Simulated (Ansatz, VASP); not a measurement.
# Pb: VASP beside Ansatz

The input INCAR:

```
PREC = Accurate
ENCUT = 520
EDIFF = 1E-6
ISMEAR = -1
SIGMA = 0.08
LREAL = False
LASPH = True
NELM = 100
ALGO = Normal
ISIF = 2
LWAVE = False
LCHARG = False
GGA = PE
NBANDS = 13
```

Contents of KPOINTS:

```
regular mesh
0
Gamma
  13 13 13
```

File POSCAR:

```
Pb
1.0
    0.0000000000      2.4532236616      2.4532236616
    2.4532236616      0.0000000000      2.4532236616
    2.4532236616      2.4532236616      0.0000000000
Pb
1
Direct
    0.0000000000      0.0000000000      0.0000000000
```

Input for Ansatz:

```yaml
crystal:
  lattice:
    - [0.0, 2.4532236616, 2.4532236616]
    - [2.4532236616, 0.0, 2.4532236616]
    - [2.4532236616, 2.4532236616, 0.0]
  atoms:
    - { symbol: Pb, position: [0.0, 0.0, 0.0] }
kpoints:
  mp_grid: { grid: [13, 13, 13] }
scf:
  occupations: { method: fermi_dirac, width: 0.08 }
hamiltonian:
  xc: pbe
  pseudopotentials: { kind: all_electron, lapw: { basis_error: 0.00025 } }
output:
  forces: true
  stress: true
  eigenvalues: true
```

Change from the starting cell: volume scaled by 0.98.

Alike in both runs: task single point; functional PBE; k mesh 13 × 13 × 13; occupations fermi-dirac, width 0.08 eV; no spin polarisation.

```csv
,VASP,Ansatz
version,VASP 6.6.1,Ansatz 0.2.0
potentials or method,"VASP PAW PBE potentials, release 64 (Pb_d), cutoff 520 eV","all-electron LAPW, scalar-relativistic"
```

VASP gave:

| Property | Result |
| --- | --- |
| pressure (GPa) | 3.8 |

Question: Which values does Ansatz return?

Answer: Pressure (GPa): 3.9.

Ansatz ran all-electron here, and VASP with PAW potentials.

Neither program's run includes spin-orbit coupling.
